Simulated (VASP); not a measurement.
# GaP (F-43m) in VASP: notebook

The runs below take GaP through vibrations by perturbation theory, elastic constants, with PBE.

Everything below comes from runs of VASP 6.6.1. Logs are shortened: lines on timing, memory, paths and dates and some standing lists are left out, and cuts for length are marked.

## Step 1: The cell of the first run

It takes space group F-43m (No. 216, cubic). The conventional cell has a = 5.520 Å, b = 5.520 Å, c = 5.520 Å, α = 90.00°, β = 90.00°, γ = 90.00°. Within 3.2 Å of Ga (site symmetry -43m) lie 4 P at 2.39 Å. P (site symmetry -43m) has 4 Ga at 2.39 Å within 3.2 Å.

## Step 2: Vibrations by perturbation theory, PBE

Input file INCAR:

```
SYSTEM = GaP
ALGO = Normal
EDIFF = 1E-8
ENCUT = 520
GGA = PE
IBRION = 8
ISIF = 2
ISMEAR = 0
LASPH = .TRUE.
LCHARG = .TRUE.
LEPSILON = .TRUE.
LREAL = .FALSE.
LWAVE = .FALSE.
NELM = 80
NSW = 1
PREC = Accurate
SIGMA = 0.01
```

Input file KPOINTS:

```
k-points
0
G
  6 6 6
  0 0 0
```

Input file POSCAR:

```
GaP
1.0
    0.0000000000      2.7598000000      2.7598000000
    2.7598000000      0.0000000000      2.7598000000
    2.7598000000      2.7598000000      0.0000000000
Ga P
1 1
Direct
    0.0000000000      0.0000000000      0.0000000000
    0.2500000000      0.2500000000      0.2500000000
```

Potentials or basis: VASP PAW PBE potentials, release 64 (Ga_d, P).

The run is started by

```bash
$ cat potpaw_PBE.64/Ga_d/POTCAR potpaw_PBE.64/P/POTCAR > POTCAR
$ mpirun -np 1 vasp_std > vasp.out
```

OUTCAR:

```text
SYSTEM = GaP
   EDIFF = 1E-8
   ENCUT = 520
   GGA = PE
   IBRION = 8
   ISIF = 2
   ISMEAR = 0
   LASPH = .TRUE.
   LEPSILON = .TRUE.
   LREAL = .FALSE.
   NELM = 80
   NSW = 1
   PREC = Accurate

 ion  position               nearest neighbor table
   1  0.000  0.000  0.000-   2 2.39   2 2.39   2 2.39   2 2.39
   2  0.250  0.250  0.250-   1 2.39   1 2.39   1 2.39   1 2.39

  LATTYP: Found a face centered cubic cell.
 ALAT       =     5.5196000000

  Lattice vectors:

 A1 = (   0.0000000000,   2.7598000000,   2.7598000000)
 A2 = (   2.7598000000,   0.0000000000,   2.7598000000)
 A3 = (   2.7598000000,   2.7598000000,   0.0000000000)

Analysis of symmetry for initial positions (statically):
=====================================================================
 Subroutine PRICEL returns:
 Original cell was already a primitive cell.

 Routine SETGRP: Setting up the symmetry group for a
 face centered cubic supercell.

 Subroutine GETGRP returns: Found 24 space group operations
 (whereof 24 operations were pure point group operations)
 out of a pool of 48 trial point group operations.

The static configuration has the point symmetry T_d .

Analysis of symmetry for dynamics (positions and initial velocities):
=====================================================================
 Subroutine PRICEL returns:
 Original cell was already a primitive cell.

 Routine SETGRP: Setting up the symmetry group for a
 face centered cubic supercell.

 Subroutine GETGRP returns: Found 24 space group operations
 (whereof 24 operations were pure point group operations)
 out of a pool of 48 trial point group operations.

The dynamic configuration has the point symmetry T_d .

 Subroutine INISYM returns: Found 24 space group operations
 (whereof 24 operations are pure point group operations),
 and found     1 'primitive' translations

----------------------------------------------------------------------------------------

                                     Primitive cell

  volume of cell :      42.0400

  direct lattice vectors                    reciprocal lattice vectors
     0.000000000  2.759800000  2.759800000    -0.181172549  0.181172549  0.181172549
     2.759800000  0.000000000  2.759800000     0.181172549 -0.181172549  0.181172549
     2.759800000  2.759800000  0.000000000     0.181172549  0.181172549 -0.181172549

  length of vectors
     3.902946589  3.902946589  3.902946589     0.313800059  0.313800059  0.313800059

  position of ions in fractional coordinates (direct lattice)
     0.000000000  0.000000000  0.000000000
     0.250000000  0.250000000  0.250000000

  ion indices of the primitive-cell ions
   primitive index   ion index
                 1           1
                 2           2

----------------------------------------------------------------------------------------

 KPOINTS: k-points

Automatic generation of k-mesh.
 Grid dimensions read from file:
 generate k-points for:    6    6    6

 Generating k-lattice:
[... 394 lines left out ...]
 ------------------------------------------------------

 Free energy of the ion-electron system (eV)
  ---------------------------------------------------
  ---------------------------------------------------
  free energy    TOTEN  =        -1.60423035 eV

  energy without entropy =       -1.60423035

------------------------ aborting loop because EDIFF is reached ----------------------------------------

--------------------------------------- Ionic step        2  -------------------------------------------

------------------------ aborting loop because EDIFF is reached ----------------------------------------

--------------------------------------- Ionic step        3  -------------------------------------------

------------------------ aborting loop because EDIFF is reached ----------------------------------------

 PIEZOELECTRIC TENSOR FIELD DIRECTION 3  (e Angst)
 -----------------------------------------------------------------------------
    -0.00047 -2.34498  0.00000           (  0.00000 -0.03393  0.00000)
    -2.34498 -0.00047  0.00000           ( -0.03393  0.00000  0.00000)
     0.00000  0.00000 -0.00028           (  0.00000  0.00000 -0.00000)

 PIEZOELECTRIC TENSOR FIELD DIRECTION 3  (C/m^2)
 -----------------------------------------------------------------------------
    -0.00018 -0.89369  0.00000
    -0.89369 -0.00018  0.00000
     0.00000  0.00000 -0.00011

--------------------------------------- Ionic step        4  -------------------------------------------

------------------------ aborting loop because EDIFF is reached ----------------------------------------

[... ionic steps 5 to 6 ...]

--------------------------------------- Ionic step        7  -------------------------------------------

 Free energy of the ion-electron system (eV)
  ---------------------------------------------------
  ---------------------------------------------------
  free energy    TOTEN  =        -0.04786782 eV

  energy without entropy =       -0.04786782

------------------------ aborting loop because EDIFF is reached ----------------------------------------

 INTERNAL STRAIN TENSOR  FOR ION    2  DIRECTION 1   (eV/Angst):
 -----------------------------------------------------------------------------
     0.01408  0.00000  0.00000
     0.00000 -0.00422 -5.98421
     0.00000 -5.98421 -0.00422

 MACROSCOPIC STATIC DIELECTRIC TENSOR (including local field effects in DFT)
 ------------------------------------------------------
          13.819326     0.000000    -0.000000
           0.000000    13.819326    -0.000000
           0.000000     0.000000    13.819326
 ------------------------------------------------------

 PIEZOELECTRIC TENSOR (including local field effects)  for field in x, y, z        (e  Angst)
          XX          YY          ZZ          XY          YZ          ZX
  --------------------------------------------------------------------------------
  x    -0.00000     0.00000     0.00000     0.00000    -2.35666     0.00000
  y     0.00000     0.00000     0.00000     0.00000     0.00000    -2.35666
  z     0.00000     0.00000    -0.00000    -2.35666     0.00000     0.00000

 PIEZOELECTRIC TENSOR (including local field effects)  for field in x, y, z        (C/m^2)
          XX          YY          ZZ          XY          YZ          ZX
  --------------------------------------------------------------------------------
  x    -0.00000     0.00000     0.00000     0.00000    -0.89814     0.00000
  y     0.00000     0.00000     0.00000     0.00000     0.00000    -0.89814
  z     0.00000     0.00000    -0.00000    -0.89814     0.00000     0.00000

 BORN EFFECTIVE CHARGES (including local field effects) (in |e|, cummulative output)
 ---------------------------------------------------------------------------------
 ion    1
    1     2.43891    -0.00000    -0.00000
    2     0.00000     2.43891     0.00000
    3     0.00000    -0.00000     2.43891
 ion    2
    1    -2.43891     0.00000     0.00000
    2    -0.00000    -2.43891    -0.00000
    3    -0.00000     0.00000    -2.43891

 INTERNAL STRAIN TENSOR FOR ION    2 for displacements in x,y,z  (eV/Angst):
          X           Y           Z          XY          YZ          ZX
  --------------------------------------------------------------------------------
  x     0.00000     0.00000     0.00000     0.00000    -5.98421     0.00000
  y     0.00000     0.00000     0.00000     0.00000     0.00000    -5.98421
  z     0.00000     0.00000     0.00000    -5.98421     0.00000     0.00000

 SECOND DERIVATIVES (NOT SYMMETRIZED)
 ------------------------------------
               1X          1Y          1Z          2X          2Y          2Z
  1X    -9.187243    0.000000    0.000000    9.187243    0.000000    0.000000
  1Y     0.000000   -9.187243    0.000000    0.000000    9.187243    0.000000
  1Z     0.000000    0.000000   -9.187243    0.000000    0.000000    9.187243
  2X     9.163230    0.000000    0.000000   -9.163230    0.000000    0.000000
  2Y     0.000000    9.163230    0.000000    0.000000   -9.163230    0.000000
  2Z     0.000000    0.000000    9.163230    0.000000    0.000000   -9.163230

 Eigenvectors and eigenvalues of the dynamical matrix
 ----------------------------------------------------

   1 f  =   10.222842 THz    64.232012 2PiTHz  340.997310 cm-1    42.278259 meV
             X         Y         Z           dx          dy          dz
      0.000000  0.000000  0.000000     0.000000    0.555116    0.000000
      1.379900  1.379900  1.379900     0.000000   -0.831773    0.000000
[... 21 lines left out ...]
   6 f/i=    0.006177 THz     0.038810 2PiTHz    0.206038 cm-1     0.025545 meV
             X         Y         Z           dx          dy          dz
      0.000000  0.000000  0.000000    -0.251588    0.760165    0.225164
      1.379900  1.379900  1.379900    -0.167907    0.507326    0.150272

--------------------------------------------------------------------------------------------------------

 MACROSCOPIC STATIC DIELECTRIC TENSOR IONIC CONTRIBUTION
 ------------------------------------------------------
           2.790476    -0.000000    -0.000000
          -0.000000     2.790476    -0.000000
          -0.000000    -0.000000     2.790476
 ------------------------------------------------------

 ELASTIC MODULI CONTR FROM IONIC RELAXATION (kBar)
 Direction    XX          YY          ZZ          XY          YZ          ZX
 --------------------------------------------------------------------------------
 XX          -0.0000     -0.0000      0.0000     -0.0000      0.0000     -0.0000
 YY          -0.0000     -0.0000     -0.0000     -0.0000     -0.0000     -0.0000
 ZZ           0.0000     -0.0000     -0.0000      0.0000     -0.0000     -0.0000
 XY          -0.0000     -0.0000      0.0000   -146.8112      0.0000      0.0000
 YZ           0.0000     -0.0000     -0.0000      0.0000   -146.8112      0.0000
 ZX          -0.0000     -0.0000     -0.0000      0.0000      0.0000   -146.8112
 --------------------------------------------------------------------------------

 PIEZOELECTRIC TENSOR IONIC CONTR  for field in x, y, z        (C/m^2)
          XX          YY          ZZ          XY          YZ          ZX
  --------------------------------------------------------------------------------
  x    -0.00000     0.00000     0.00000    -0.00000     0.60227    -0.00000
  y     0.00000     0.00000     0.00000    -0.00000    -0.00000     0.60227
  z     0.00000     0.00000    -0.00000     0.60227    -0.00000    -0.00000
```

Run time: 3.9 min. Hardware: 1 thread of Intel Xeon 6975P-C (Granite Rapids), shared host; peak memory 0.22 GiB.

Results:

```
Electronic dielectric tensor (diagonal)                 : 13.82
Born charges (mean of the diagonal)                     : Ga +2.44; P -2.44 e
Highest phonon frequency at Γ, LO-TO splitting left out : 341 cm⁻¹
```

Phonon frequencies in cm⁻¹ (negative: imaginary):
```tsv
q point	frequencies
(0.000, 0.000, 0.000)	0 0 0 341 341 341
```

Electronic dielectric tensor:
```
13.82  0.00  0.00
 0.00 13.82  0.00
 0.00  0.00 13.82
```

Born effective charge tensors (e):
atom 1, Ga
```
2.44 0.00 0.00
0.00 2.44 0.00
0.00 0.00 2.44
```
atom 2, P
```
-2.44  0.00  0.00
 0.00 -2.44  0.00
 0.00  0.00 -2.44
```

## Step 3: Elastic constants, PBE

Input file INCAR:

```
PREC = Accurate ; ENCUT = 600
EDIFF = 1E-8 ; ISMEAR = 0
SIGMA = 0.01 ; LREAL = F
LASPH = T ; NELM = 60
ALGO = Normal ; ISIF = 3
LWAVE = F ; LCHARG = F
GGA = PE ; IBRION = 6
NFREE = 2 ; POTIM = 0.015
NSW = 1
```

Input file KPOINTS:

```
Automatic mesh
0
Gamma
  6 6 6
```

POSCAR is that of step 2.

Potentials or basis: VASP PAW PBE potentials, release 64 (Ga_d, P).

The run is started by

```bash
$ cat potpaw_PBE.64/Ga_d/POTCAR potpaw_PBE.64/P/POTCAR > POTCAR
$ mpirun -np 1 vasp_std > vasp.out
```

OUTCAR:

```text
PREC = Accurate
   ENCUT = 600
   EDIFF = 1E-8
   ISMEAR = 0
   LREAL = F
   LASPH = T
   NELM = 60
   ISIF = 3
   GGA = PE
   IBRION = 6
   NFREE = 2
   POTIM = 0.015
   NSW = 1

 ion  position               nearest neighbor table
   1  0.000  0.000  0.000-   2 2.39   2 2.39   2 2.39   2 2.39
   2  0.250  0.250  0.250-   1 2.39   1 2.39   1 2.39   1 2.39

  LATTYP: Found a face centered cubic cell.
 ALAT       =     5.5196000000

  Lattice vectors:

 A1 = (   0.0000000000,   2.7598000000,   2.7598000000)
 A2 = (   2.7598000000,   0.0000000000,   2.7598000000)
 A3 = (   2.7598000000,   2.7598000000,   0.0000000000)

Analysis of symmetry for initial positions (statically):
=====================================================================
[... 797 lines left out ...]
  x    -0.00000     0.00000     0.00000     0.00000     6.25860     0.00000
  y     0.00000    -0.00000     0.00000     0.00000     0.00000     6.25860
  z     0.00000     0.00000    -0.00000     6.25860     0.00000     0.00000

 INTERNAL STRAIN TENSOR FOR ION    2 for displacements in x,y,z  (eV/Angst):
          X           Y           Z          XY          YZ          ZX
  --------------------------------------------------------------------------------
  x     0.00000    -0.00000    -0.00000     0.00000    -6.25806     0.00000
  y    -0.00000     0.00000    -0.00000     0.00000     0.00000    -6.25806
  z    -0.00000    -0.00000     0.00000    -6.25806     0.00000     0.00000

 Eigenvectors and eigenvalues of the dynamical matrix
 ----------------------------------------------------

   1 f  =   10.209595 THz    64.148775 2PiTHz  340.555418 cm-1    42.223471 meV
             X         Y         Z           dx          dy          dz
      0.000000  0.000000  0.000000     0.000000    0.554255   -0.000000
      1.379900  1.379900  1.379900    -0.000000   -0.832347   -0.000000
[... 21 lines left out ...]
   6 f/i=    0.004402 THz     0.027656 2PiTHz    0.146823 cm-1     0.018204 meV
             X         Y         Z           dx          dy          dz
      0.000000  0.000000  0.000000     0.765771   -0.261697    0.194709
      1.379900  1.379900  1.379900     0.509922   -0.174262    0.129656

--------------------------------------------------------------------------------------------------------

 ELASTIC MODULI CONTR FROM IONIC RELAXATION (kBar)
 Direction    XX          YY          ZZ          XY          YZ          ZX
 --------------------------------------------------------------------------------
 XX          -0.0000     -0.0000     -0.0000     -0.0000      0.0000     -0.0000
 YY          -0.0000     -0.0000     -0.0000     -0.0000     -0.0000      0.0000
 ZZ          -0.0000     -0.0000     -0.0000      0.0000     -0.0000     -0.0000
 XY          -0.0000     -0.0000      0.0000   -163.2483     -0.0000      0.0000
 YZ           0.0000     -0.0000     -0.0000     -0.0000   -163.2483     -0.0000
 ZX          -0.0000      0.0000     -0.0000      0.0000     -0.0000   -163.2483
 --------------------------------------------------------------------------------

 TOTAL ELASTIC MODULI (kBar)
 Direction    XX          YY          ZZ          XY          YZ          ZX
 --------------------------------------------------------------------------------
 XX        1232.5729    502.2874    502.2874     -0.0000      0.0000     -0.0000
 YY         502.2874   1232.5729    502.2874     -0.0000     -0.0000      0.0000
 ZZ         502.2874    502.2874   1232.5729     -0.0000      0.0000     -0.0000
 XY          -0.0000     -0.0000     -0.0000    637.8939     -0.0000      0.0000
 YZ           0.0000     -0.0000      0.0000     -0.0000    637.8939     -0.0000
 ZX          -0.0000      0.0000     -0.0000      0.0000     -0.0000    637.8939
 --------------------------------------------------------------------------------
```

OSZICAR:

```text
N       E                     dE             d eps       ncg     rms          rms(c)
DAV:   1     0.849690796140E+02    0.84969E+02   -0.10114E+04   416   0.212E+03
DAV:   2    -0.276096453108E+01   -0.87730E+02   -0.84110E+02   471   0.348E+02
[... 204 lines left out ...]
DAV:   2    -0.911043025693E+01   -0.19021E-02   -0.20706E-02  1585   0.109E+00    0.853E-02
DAV:   3    -0.911036604792E+01    0.64209E-04   -0.44684E-04  1438   0.206E-01    0.399E-02
DAV:   4    -0.911036023616E+01    0.58118E-05   -0.98839E-05  1456   0.112E-01    0.110E-02
DAV:   5    -0.911036103848E+01   -0.80232E-06   -0.25500E-05  1296   0.459E-02    0.857E-03
DAV:   6    -0.911036104526E+01   -0.67757E-08   -0.10750E-06  1484   0.974E-03    0.476E-03
DAV:   7    -0.911036110287E+01   -0.57613E-07   -0.18912E-07  1331   0.373E-03    0.950E-04
DAV:   8    -0.911036110075E+01    0.21182E-08   -0.82766E-09   949   0.131E-03
  17 F= -.91103611E+01 E0= -.91103611E+01  d E =-.546854E-64
```

stdout:

```text
POSCAR found type information on POSCAR GaP
 POSCAR found :  2 types and       2 ions
 scaLAPACK will be used
 LDA part: xc-table for (Slater+PW92), standard interpolation
 POSCAR, INCAR and KPOINTS ok, starting setup
 FFT: planning ... GRIDC
 FFT: planning ... GRID_SOFT
 FFT: planning ... GRID
 WAVECAR not read
 entering main loop
 Found     2 degrees of freedom:
 Adding 6 more for cell shape distortion
 Finite differences POTIM= 0.01500 DOF=   8
 bond charge predicted
 Finite differences progress:
 bond charge predicted
 Finite differences progress:
 bond charge predicted
 Finite differences progress:
 bond charge predicted
 Finite differences progress:
 bond charge predicted
 Finite differences progress:
 bond charge predicted
 Finite differences progress:
 bond charge predicted
 Finite differences progress:
 bond charge predicted
 Finite differences progress:
 bond charge predicted
 Finite differences progress:
 bond charge predicted
 Finite differences progress:
 bond charge predicted
 Finite differences progress:
 bond charge predicted
 Finite differences progress:
 bond charge predicted
 Finite differences progress:
 bond charge predicted
 Finite differences progress:
 bond charge predicted
 Finite differences progress:
 bond charge predicted
 Finite differences progress:
```

Wall time 3 min (1 thread of Intel Xeon 6975P-C (Granite Rapids), shared host); peak memory 0.23 GiB.

Results:

```
Elastic constants C11, C12, C44                         : 123, 50, 64 GPa
Voigt bulk modulus                                      : 75 GPa
Highest phonon frequency at Γ, LO-TO splitting left out : 341 cm⁻¹
```

Phonon frequencies in cm⁻¹ (negative: imaginary):
```csv
q point,frequencies
"(0.000, 0.000, 0.000)",0 0 0 341 341 341
```

Elastic tensor in Voigt notation (GPa, in the Cartesian axes of the cell as first typed):
```
123  50  50   0   0   0
 50 123  50   0   0   0
 50  50 123   0   0   0
  0   0   0  64   0   0
  0   0   0   0  64   0
  0   0   0   0   0  64
```

Clamped-ion elastic tensor (GPa):
```
123  50  50   0   0   0
 50 123  50   0   0   0
 50  50 123   0   0   0
  0   0   0  80   0   0
  0   0   0   0  80   0
  0   0   0   0   0  80
```
